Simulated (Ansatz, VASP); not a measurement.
**One calculation of Si2Mo, two programs**

Contents of INCAR:

```
SYSTEM = Si2Mo
AGGAC = 1.0
AGGAX = 1.0
ALDAC = 0.0
ALDAX = 1.0
ALGO = Normal
EDIFF = 1E-7
ENCUT = 520
GGA = B5
ISIF = 2
ISMEAR = -1
LASPH = .TRUE.
LCHARG = .FALSE.
LREAL = .FALSE.
LWAVE = .FALSE.
NBANDS = 18
NELM = 80
PREC = Accurate
SIGMA = 0.05
```

Contents of KPOINTS:

```
k-points
0
G
  12 12 12
  0 0 0
```

The input POSCAR:

```
Si2Mo
1.0
   -1.6000000000      1.6000000000      3.9305000000
    1.6000000000     -1.6000000000      3.9305000000
    1.6000000000      1.6000000000     -3.9305000000
Mo Si
1 2
Direct
    0.0000000000      0.0000000000      0.0000000000
    0.6670000000      0.6670000000      0.0000000000
    0.3330000000      0.3330000000      0.0000000000
```

Contents of input.yaml:

```yaml
crystal:
  lattice:
    - [-1.6, 1.6, 3.9305]
    - [1.6, -1.6, 3.9305]
    - [1.6, 1.6, -3.9305]
  atoms:
    - { symbol: Mo, position: [0.0, 0.0, 0.0] }
    - { symbol: Si, position: [0.667, 0.667, 0.0] }
    - { symbol: Si, position: [0.333, 0.333, 0.0] }
hamiltonian:
  xc: blyp
  pseudopotentials: { kind: paw }
kpoints:
  mp_grid: { grid: [12, 12, 12] }
  band_path:
    path:
      - [[0.0, 0.0, 0.0], [0.0, 0.0, 0.5], [-0.0828541695, 0.0828541695, 0.5], [-0.2914270847, 0.2914270847, 0.2914270847], [0.0, 0.0, 0.0], [0.5, 0.5, -0.5], [0.2914270847, 0.7085729153, -0.2914270847], [0.0, 0.5, 0.0], [0.25, 0.25, 0.25], [0.5, 0.5, -0.0828541695], [0.5, 0.5, -0.5]]
      - [[0.0, 0.0, 0.5], [0.25, 0.25, 0.25]]
    npoints: 14
scf:
  occupations: { method: fermi_dirac, width: 0.05 }
  n_extra_bands: 7
output:
  forces: true
  stress: true
  eigenvalues: true
  fatbands: false
  write_density: true
  write_potential: true
  elf: true
  volumetric_format: npy
```

Alike in both runs: functional BLYP; k mesh 12 × 12 × 12; occupations fermi-dirac, width 0.05 eV; no spin polarisation.

|  | VASP | Ansatz |
| --- | --- | --- |
| version | VASP 6.6.1 | Ansatz 0.2.0 |
| potentials or method | VASP PAW PBE potentials, release 64 (Mo_sv, Si) | Ansatz PAW |
| plane-wave cutoff (eV) | 520 | 420 |
| valence electrons in the cell | 22 | 22 |
| task | single point | band structure |

|  | VASP | Ansatz | Ansatz less VASP |
| --- | --- | --- | --- |
| gap on the k mesh at the Fermi level (eV) | none | none | - |
| pressure (GPa) | 12.2 | 11.3 | -0.91 |
| traceless stress, the component that is largest in VASP (GPa) | -1.66 | -1.77 | -0.108 |
| rms of the force components (eV/Å) | 0.149 | 0.152 | +0.0025 |

VASP's potentials were made for PBE, not for BLYP. Atom by atom the forces differ by 0.002 eV/Å (rms over components). A gap of «none» marks a metal or a gap that the smearing closes. With one functional, cell and mesh, what is left measures potentials, basis and numerics.
